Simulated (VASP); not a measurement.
**Al2Cu: single point with PBE**

Crystal: Al2Cu.

```
Al Cu
1.0
    -2.99890    2.99890    2.39274
     2.99890   -2.99890    2.39274
     2.99890    2.99890   -2.39274
Al Cu
4 2
Direct
  0.34139 0.15861 0.50000
  0.15861 0.65861 0.81721
  0.84139 0.34139 0.18279
  0.65861 0.84139 0.50000
  0.75000 0.75000 0.00000
  0.25000 0.25000 0.00000
```

* Program: VASP 6.6.1
* Task: single point
* Functional: PBE
* Potentials or basis: VASP PAW PBE potentials, release 64 (Al, Cu)
* Cutoff: 520 eV
* k mesh: 6 × 6 × 6
* Occupations: gaussian, width 0.1 eV
* Spin: no spin polarisation

```yaml
Pressure: 4.4 GPa
Largest_force: 0.053 eV/Å
Band_gap_on_the_k_mesh: zero (bands 17 and 18 overlap by 4.20 eV)
```

Forces in eV/Å, atoms in the order of the input:
```
Al  -0.038  0.038  0.000
Al  -0.038 -0.038  0.000
Al   0.038  0.038  0.000
Al   0.038 -0.038  0.000
Cu   0.000  0.000  0.000
Cu   0.000  0.000  0.000
```

Stress tensor (GPa, compression positive):
```
3.14 0.00 0.00
0.00 3.14 0.00
0.00 0.00 6.95
```

Levels at points of the mesh, in eV from the Fermi level:
| k point | band 14 | band 15 | band 16 | band 17 | band 18 | band 19 | band 20 | band 21 |
| --- | --- | --- | --- | --- | --- | --- | --- | --- |
| (0.00, 0.00, 0.00) | -2.03 | -1.33 | -1.20 | -1.20 | -0.84 | -0.18 | 0.06 | 1.62 |
| (0.50, 0.00, 0.00) | -3.14 | -2.63 | -2.63 | 0.24 | 0.24 | 4.11 | 4.11 | 4.38 |
| (0.50, 0.50, 0.00) | -2.79 | -1.53 | -1.34 | -0.86 | -0.59 | 0.79 | 1.28 | 4.69 |
| (0.50, 0.50, 0.50) | -3.26 | -3.26 | -1.79 | 2.70 | 3.01 | 3.01 | 3.40 | 4.29 |

Run time: 55 s on 1 thread of AMD EPYC 9R45 96-Core Processor (Zen 5), on a shared host, peak memory 0.2 GiB.

Caveat: the cell stands under pressure.
